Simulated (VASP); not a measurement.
# Si (Fd-3m) in VASP: notebook

Si is run at these levels: r2SCAN; tasks: dielectric tensor.

Program: VASP 6.6.1. These are calculated values, not measurements. Logs are shortened: lines on timing, memory, paths and dates and some standing lists are left out, and cuts for length are marked.

### Step 1. The cell of the first run

Symmetry: Fd-3m, No. 227, cubic system. Conventional cell: a = 5.608 Å, b = 5.608 Å, c = 5.608 Å, α = 90.00°, β = 90.00°, γ = 90.00°. Si (site symmetry -43m) has 4 Si at 2.43 Å within 3.2 Å.

### Step 2. Dielectric tensor, r2SCAN (strain +3.0%)

File INCAR:

```
SYSTEM = Si
PREC     = Accurate       ! precision mode
ENCUT    = 520            ! plane-wave cutoff, eV
EDIFF    = 1E-8           ! SCF threshold, eV
ISMEAR   = 0              ! smearing method
SIGMA    = 0.01           ! smearing width, eV
LREAL    = .FALSE.        ! projectors in reciprocal space
LASPH    = .TRUE.         ! aspherical terms in the spheres
NELM     = 80             ! most SCF steps
ALGO     = Normal         ! electronic algorithm
ISIF     = 2              ! what is computed and relaxed
LWAVE    = .FALSE.        ! write WAVECAR
LCHARG   = .FALSE.        ! write CHGCAR
METAGGA  = R2SCAN         ! meta-GGA
LMIXTAU  = .TRUE.       
LCALCEPS = .TRUE.
```

File KPOINTS:

```
Automatic mesh
0
G
  6 6 6
  0 0 0
```

File POSCAR:

```
Si
1.0
    0.0000000000      2.8037824625      2.8037824625
    2.8037824625      0.0000000000      2.8037824625
    2.8037824625      2.8037824625      0.0000000000
Si
2
Direct
    0.0000000000      0.0000000000      0.0000000000
    0.2500000000      0.2500000000      0.2500000000
```

Potentials or basis: VASP PAW PBE potentials, release 64 (Si).

On the command line:

```
$ cat potpaw_PBE.64/Si/POTCAR > POTCAR
$ mpirun -np 1 vasp_std > vasp.out
```

OUTCAR:

```text
SYSTEM = Si
   PREC = Accurate
   ENCUT = 520
   EDIFF = 1E-8
   ISMEAR = 0
   LREAL = .FALSE.
   LASPH = .TRUE.
   NELM = 80
   ISIF = 2
   METAGGA = R2SCAN

 ion  position               nearest neighbor table
   1  0.000  0.000  0.000-   2 2.43   2 2.43   2 2.43   2 2.43
   2  0.250  0.250  0.250-   1 2.43   1 2.43   1 2.43   1 2.43

  LATTYP: Found a face centered cubic cell.
 ALAT       =     5.6075649250

  Lattice vectors:

 A1 = (   0.0000000000,   2.8037824625,   2.8037824625)
 A2 = (   2.8037824625,   0.0000000000,   2.8037824625)
 A3 = (   2.8037824625,   2.8037824625,   0.0000000000)

Analysis of symmetry for initial positions (statically):
=====================================================================
 Subroutine PRICEL returns:
 Original cell was already a primitive cell.

 Routine SETGRP: Setting up the symmetry group for a
 face centered cubic supercell.

 Subroutine GETGRP returns: Found 48 space group operations
 (whereof 24 operations were pure point group operations)
 out of a pool of 48 trial point group operations.

The static configuration has the point symmetry T_d .
 The point group associated with its full space group is O_h .

Analysis of symmetry for dynamics (positions and initial velocities):
=====================================================================
 Subroutine PRICEL returns:
 Original cell was already a primitive cell.

 Routine SETGRP: Setting up the symmetry group for a
 face centered cubic supercell.

 Subroutine GETGRP returns: Found 48 space group operations
 (whereof 24 operations were pure point group operations)
 out of a pool of 48 trial point group operations.

The dynamic configuration has the point symmetry T_d .
 The point group associated with its full space group is O_h .

 Subroutine INISYM returns: Found 48 space group operations
 (whereof 24 operations are pure point group operations),
 and found     1 'primitive' translations

----------------------------------------------------------------------------------------

                                     Primitive cell

  volume of cell :      44.0822

  direct lattice vectors                    reciprocal lattice vectors
     0.000000000  2.803782463  2.803782463    -0.178330526  0.178330526  0.178330526
     2.803782463  0.000000000  2.803782463     0.178330526 -0.178330526  0.178330526
     2.803782463  2.803782463  0.000000000     0.178330526  0.178330526 -0.178330526

  length of vectors
[... 124 lines left out ...]

 E-fermi :   4.8828     XC(G=0):  -9.4733

 val. band max:        4.8061714915   @ k =   0.0000   0.0000   0.0000
 cond. band min:   10000.0000000000   @ k =   0.0000   0.0000   0.0000
 fundamental gap:   9995.1938285085
 Fermi energy:         4.8828315266

 k-point     1 :       0.0000    0.0000    0.0000
  band No.  band energies     occupation
      1      -7.0638      2.00000
      2       4.8061      2.00000
      3       4.8061      2.00000
      4       4.8062      2.00000
      5   10000.0000      0.00000
      6   10000.0000      0.00000
      7   10000.0000      0.00000
      8   10000.0000      0.00000
[... 243 lines left out ...]
 k-point    24 :       0.0000    0.3333    0.1667
  band No.  band energies     occupation
      1      -5.8072      2.00000
      2       0.3388      2.00000
      3       2.8796      2.00000
      4       3.1260      2.00000
      5   10000.0000      0.00000
      6   10000.0000      0.00000
      7   10000.0000      0.00000
      8   10000.0000      0.00000

 [... further k-points ...]

------------------------ aborting loop because EDIFF is reached ----------------------------------------

            Ionic dipole moment: p[ion]=(     5.60756     5.60756     5.60756 ) |e| Angst

 Total electronic dipole moment: p[elc]=(     0.00008     0.00008     0.02578 ) |e| Angst

 MACROSCOPIC STATIC DIELECTRIC TENSOR (including local field effects)
 ------------------------------------------------------
          11.584343     0.000000    -0.000000
           0.000000    11.584343     0.000000
          -0.000000     0.000000    11.584343
 ------------------------------------------------------

 PIEZOELECTRIC TENSOR (including local field effects) (e Angst)
          XX          YY          ZZ          XY          YZ          ZX
  --------------------------------------------------------------------------------
  x     0.00000    -0.00000    -0.00000     0.00000     0.00000     0.00000
  y    -0.00000     0.00000    -0.00000     0.00000     0.00000    -0.00000
  z    -0.00000    -0.00000     0.00000    -0.00000     0.00000     0.00000

 PIEZOELECTRIC TENSOR (including local field effects) (C/m^2)
          XX          YY          ZZ          XY          YZ          ZX
  --------------------------------------------------------------------------------
  x     0.00000    -0.00000    -0.00000     0.00000     0.00000     0.00000
  y    -0.00000     0.00000    -0.00000     0.00000     0.00000    -0.00000
  z    -0.00000    -0.00000     0.00000    -0.00000     0.00000     0.00000

 BORN EFFECTIVE CHARGES (including local field effects) (in |e|, cummulative output)
 ---------------------------------------------------------------------------------
 ion    1
    1     0.00000     0.00000     0.00000
    2    -0.00000    -0.00000    -0.00000
    3     0.00000    -0.00000     0.00000
 ion    2
    1    -0.00000     0.00000     0.00000
    2    -0.00000     0.00000     0.00000
    3     0.00000    -0.00000    -0.00000

  FORCE on cell =-STRESS in cart. coord.  units (eV):
  Direction    XX          YY          ZZ          XY          YZ          ZX
  --------------------------------------------------------------------------------------
  -------------------------------------------------------------------------------------
  Total       -2.0043615     -2.0043615     -2.0043615      0.0000000      0.0000000     -0.0000000
  in kB      -72.8490154    -72.8490154    -72.8490154      0.0000000      0.0000000     -0.0000000
  external PRESSURE =     -72.8490154 kB  Pullay stress =       0.0000000 kB

 VOLUME and BASIS-vectors are now :
 -----------------------------------------------------------------------------
  energy-cutoff  :      520.00
  volume of cell :       44.08
      direct lattice vectors                 reciprocal lattice vectors
     0.000000000  2.803782463  2.803782463    -0.178330526  0.178330526  0.178330526
     2.803782463  0.000000000  2.803782463     0.178330526 -0.178330526  0.178330526
     2.803782463  2.803782463  0.000000000     0.178330526  0.178330526 -0.178330526

 POSITION                                       TOTAL-FORCE (eV/Angst)
 -----------------------------------------------------------------------------------
      0.00000      0.00000      0.00000        -0.000000      0.000000     -0.000000
      1.40189      1.40189      1.40189         0.000000     -0.000000      0.000000
 -----------------------------------------------------------------------------------
    total drift:                               -0.000000     -0.000000     -0.000000

  FREE ENERGIE OF THE ION-ELECTRON SYSTEM (eV)
  ---------------------------------------------------
  free  energy   TOTEN  =       -17.4352523708 eV

  energy  without entropy=      -17.4352523708  energy(sigma->0) =      -17.43525237
```

stdout:

```text
POSCAR found type information on POSCAR Si
 POSCAR found :  1 types and       2 ions
 scaLAPACK will be used
 -----------------------------------------------------------------------------
|                                                                             |
|                                                                             |
[... 110 lines left out ...]
dp_tot=(  0.819E-04  0.258E-01  0.819E-04 )  diag[e(oo)]=(    ---   11.59829    ---   )
 p_tot=(  0.561E+01  0.563E+01  0.561E+01 )
dp_tot=(  0.823E-04  0.259E-01  0.823E-04 )  diag[e(oo)]=(    ---   11.63729    ---   )
 p_tot=(  0.561E+01  0.563E+01  0.561E+01 )
dp_tot=(  0.824E-04  0.259E-01  0.824E-04 )  diag[e(oo)]=(    ---   11.63965    ---   )
 p_tot=(  0.561E+01  0.563E+01  0.561E+01 )
dp_tot=(  0.824E-04  0.259E-01  0.824E-04 )  diag[e
```

It took 14 min on 1 thread of Intel Xeon Platinum 8488C (Sapphire Rapids), shared host; peak memory 0.25 GiB.

Results:

* Band gap on the k mesh: 1.04 eV, indirect (least direct gap 2.70 eV)
* Electronic dielectric tensor (diagonal): 11.58
* Born charges (mean of the diagonal): Si +0.00 e

Levels at points of the mesh, in eV from the valence-band top:
| k point | band 2 | band 3 | band 4 | band 5 | band 6 | band 7 |
| --- | --- | --- | --- | --- | --- | --- |
| (0.00, 0.00, 0.00) | 0.00 | 0.00 | 0.00 | 2.71 | 2.71 | 2.71 |
| (0.50, 0.00, 0.00) | -6.83 | -1.19 | -1.19 | 1.52 | 3.61 | 3.61 |
| (0.50, 0.50, 0.00) | -7.85 | -2.76 | -2.76 | 1.08 | 1.08 | 10.02 |

Electronic dielectric tensor:
```
11.58  0.00  0.00
 0.00 11.58  0.00
 0.00  0.00 11.58
```

Born effective charge tensors (e):
atom 1, Si
```
0.00 0.00 0.00
0.00 0.00 0.00
0.00 0.00 0.00
```
atom 2, Si
```
0.00 0.00 0.00
0.00 0.00 0.00
0.00 0.00 0.00
```

Dipole moments of the cell (e·Å, modulo the quantum): ionic 5.608, 5.608, 5.608; electronic 0.000, 0.000, 0.026

Caveat: the cell differs from its parent crystal (strain +3.0%); the PAW data sets were made with another functional, which shifts forces and pressure a little.

### Step 3. Dielectric tensor, r2SCAN (strain +4.0%)

File INCAR:

```
SYSTEM = Si
ALGO     = Normal         ! electronic algorithm
EDIFF    = 1E-8           ! SCF threshold, eV
ENCUT    = 520            ! plane-wave cutoff, eV
ISIF     = 2              ! what is computed and relaxed
ISMEAR   = 0              ! smearing method
LASPH    = .True.         ! aspherical terms in the spheres
LCALCEPS = .True.       
LCHARG   = .False.        ! write CHGCAR
LMIXTAU  = .True.       
LREAL    = .False.        ! projectors in reciprocal space
LWAVE    = .False.        ! write WAVECAR
METAGGA  = R2SCAN         ! meta-GGA
NELM     = 100            ! most SCF steps
PREC     = Accurate       ! precision mode
SIGMA    = 0.01           ! smearing width, eV
```

File KPOINTS:

```
k-points
0
Gamma
  6 6 6
  0 0 0
```

File POSCAR:

```
Si
1.0
    0.0000000000      2.8310036514      2.8310036514
    2.8310036514      0.0000000000      2.8310036514
    2.8310036514      2.8310036514      0.0000000000
Si
2
Direct
    0.0000000000      0.0000000000      0.0000000000
    0.2500000000      0.2500000000      0.2500000000
```

Potentials or basis: VASP PAW PBE potentials, release 64 (Si).

On the command line:

```
$ cat potpaw_PBE.64/Si/POTCAR > POTCAR
$ mpirun -np 1 vasp_std > vasp.out
```

OUTCAR:

```text
SYSTEM = Si
   EDIFF = 1E-8
   ENCUT = 520
   ISIF = 2
   ISMEAR = 0
   LASPH = .True.
   LREAL = .False.
   METAGGA = R2SCAN
   NELM = 100
   PREC = Accurate

 ion  position               nearest neighbor table
   1  0.000  0.000  0.000-   2 2.45   2 2.45   2 2.45   2 2.45
   2  0.250  0.250  0.250-   1 2.45   1 2.45   1 2.45   1 2.45

  LATTYP: Found a face centered cubic cell.
 ALAT       =     5.6620073028

  Lattice vectors:

 A1 = (   0.0000000000,   2.8310036514,   2.8310036514)
 A2 = (   2.8310036514,   0.0000000000,   2.8310036514)
 A3 = (   2.8310036514,   2.8310036514,   0.0000000000)

Analysis of symmetry for initial positions (statically):
=====================================================================
 Subroutine PRICEL returns:
 Original cell was already a primitive cell.

 Routine SETGRP: Setting up the symmetry group for a
 face centered cubic supercell.

 Subroutine GETGRP returns: Found 48 space group operations
[... 454 lines left out ...]

 PIEZOELECTRIC TENSOR (including local field effects) (C/m^2)
          XX          YY          ZZ          XY          YZ          ZX
  --------------------------------------------------------------------------------
  x     0.00000    -0.00000    -0.00000     0.00000    -0.00000     0.00000
  y     0.00000    -0.00000     0.00000     0.00000     0.00000     0.00000
  z     0.00000     0.00000     0.00000     0.00000     0.00000    -0.00000

 BORN EFFECTIVE CHARGES (including local field effects) (in |e|, cummulative output)
 ---------------------------------------------------------------------------------
 ion    1
    1     0.00000    -0.00000    -0.00000
    2     0.00000     0.00000     0.00000
    3    -0.00000     0.00000    -0.00000
 ion    2
    1    -0.00000     0.00000     0.00000
    2     0.00000    -0.00000     0.00000
    3     0.00000     0.00000     0.00000

  FORCE on cell =-STRESS in cart. coord.  units (eV):
  Direction    XX          YY          ZZ          XY          YZ          ZX
  --------------------------------------------------------------------------------------
  -------------------------------------------------------------------------------------
  Total       -2.5571379     -2.5571379     -2.5571379      0.0000000     -0.0000000      0.0000000
  in kB      -90.2845513    -90.2845513    -90.2845513      0.0000000     -0.0000000      0.0000000
  external PRESSURE =     -90.2845513 kB  Pullay stress =       0.0000000 kB

 VOLUME and BASIS-vectors are now :
 -----------------------------------------------------------------------------
  energy-cutoff  :      520.00
  volume of cell :       45.38
      direct lattice vectors                 reciprocal lattice vectors
     0.000000000  2.831003651  2.831003651    -0.176615809  0.176615809  0.176615809
     2.831003651  0.000000000  2.831003651     0.176615809 -0.176615809  0.176615809
     2.831003651  2.831003651  0.000000000     0.176615809  0.176615809 -0.176615809

 POSITION                                       TOTAL-FORCE (eV/Angst)
 -----------------------------------------------------------------------------------
      0.00000      0.00000      0.00000        -0.000000     -0.000000     -0.000000
      1.41550      1.41550      1.41550         0.000000      0.000000      0.000000
 -----------------------------------------------------------------------------------
    total drift:                                0.000000     -0.000000     -0.000000

  FREE ENERGIE OF THE ION-ELECTRON SYSTEM (eV)
  ---------------------------------------------------
  free  energy   TOTEN  =       -17.3690598752 eV

  energy  without entropy=      -17.3690598752  energy(sigma->0) =      -17.36905988
```

OSZICAR:

```text
N       E                     dE             d eps       ncg     rms          rms(c)
DAV:   1    -0.210412117426E+01   -0.21041E+01   -0.32744E+03   256   0.780E+02
DAV:   2    -0.183077962118E+02   -0.16204E+02   -0.15714E+02   384   0.771E+01
[... 13 lines left out ...]
DMP:  11    -0.173690596943E+02   -0.16134E-06   -0.11442E-06   544   0.153E-06   0.256E-06
DMP:  12    -0.173690597817E+02   -0.87415E-07   -0.65028E-07   544   0.856E-07   0.148E-06
DMP:  13    -0.173690598312E+02   -0.49544E-07   -0.33972E-07   544   0.414E-07   0.837E-07
DMP:  14    -0.173690598566E+02   -0.25323E-07   -0.16762E-07   544   0.205E-07   0.412E-07
DMP:  15    -0.173690598690E+02   -0.12448E-07   -0.84784E-08   544   0.107E-07   0.202E-07
DMP:  16    -0.173690598752E+02   -0.61710E-08   -0.41791E-08   544   0.523E-08   0.100E-07
   1 F= -.17369060E+02 E0= -.17369060E+02  d E =-.138431E-28
```

It took 15 min on 1 thread of Intel Xeon Platinum 8488C (Sapphire Rapids), shared host; peak memory 0.25 GiB.

Results:

* Band gap on the k mesh: 1.07 eV, indirect (least direct gap 2.51 eV)
* Electronic dielectric tensor (diagonal): 11.78
* Born charges (mean of the diagonal): Si +0.00 e

Levels at points of the mesh, in eV from the valence-band top:
```
           k point  band 2  band 3  band 4  band 5  band 6  band 7
(0.00, 0.00, 0.00)    0.00    0.00    0.00    2.51    2.69    2.69
(0.50, 0.00, 0.00)   -6.71   -1.16   -1.16    1.41    3.61    3.61
(0.50, 0.50, 0.00)   -7.77   -2.68   -2.68    1.12    1.12    9.77
```

Electronic dielectric tensor:
```
11.78  0.00  0.00
 0.00 11.78  0.00
 0.00  0.00 11.78
```

Born effective charge tensors (e):
atom 1, Si
```
0.00 0.00 0.00
0.00 0.00 0.00
0.00 0.00 0.00
```
atom 2, Si
```
0.00 0.00 0.00
0.00 0.00 0.00
0.00 0.00 0.00
```

Dipole moments of the cell (e·Å, modulo the quantum): ionic 5.662, 5.662, 5.662; electronic 0.000, 0.000, 0.027

Caveat: the cell differs from its parent crystal (strain +4.0%); the PAW data sets were made with another functional, which shifts forces and pressure a little. A k mesh can miss the band edges.
